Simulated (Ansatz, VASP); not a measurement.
**KCl: VASP beside Ansatz**

```
CELL_PARAMETERS angstrom
0.00000 3.15610 3.15610
3.15610 0.00000 3.15610
3.15610 3.15610 0.00000
ATOMIC_POSITIONS crystal
K 0.04951 0.04951 0.95049
Cl 0.50000 0.50000 0.50000
```

Change from the starting cell: all K atoms moved +0.312 Å, as atom 1 along Cartesian [0 0 1].

Alike in both runs: task single point; functional PBE; k mesh 6 × 6 × 6; occupations gaussian, width 0.05 eV; no spin polarisation.

|  | VASP | Ansatz |
| --- | --- | --- |
| version | VASP 6.6.1 | Ansatz 0.2.0 |
| potentials or method | VASP PAW PBE potentials, release 64 (K_sv, Cl), cutoff 520 eV | scalar-relativistic, plane waves, PAW |
| valence electrons in the cell | 16 | 16 |

|  | VASP | Ansatz | Ansatz less VASP |
| --- | --- | --- | --- |
| gap on the k mesh at the Fermi level (eV) | 5.18 | 5.18 | +0.003 |
| least direct gap on the mesh (eV) | 5.18 | 5.18 | +0.003 |
| pressure (GPa) | 1.3 | 1.3 | -0.03 |
| traceless stress, the component that is largest in VASP (GPa) | 1.76 | 1.73 | -0.030 |
| rms of the force components (eV/Å) | 0.314 | 0.308 | -0.0056 |

Atom by atom the forces differ by 0.006 eV/Å (rms over components).
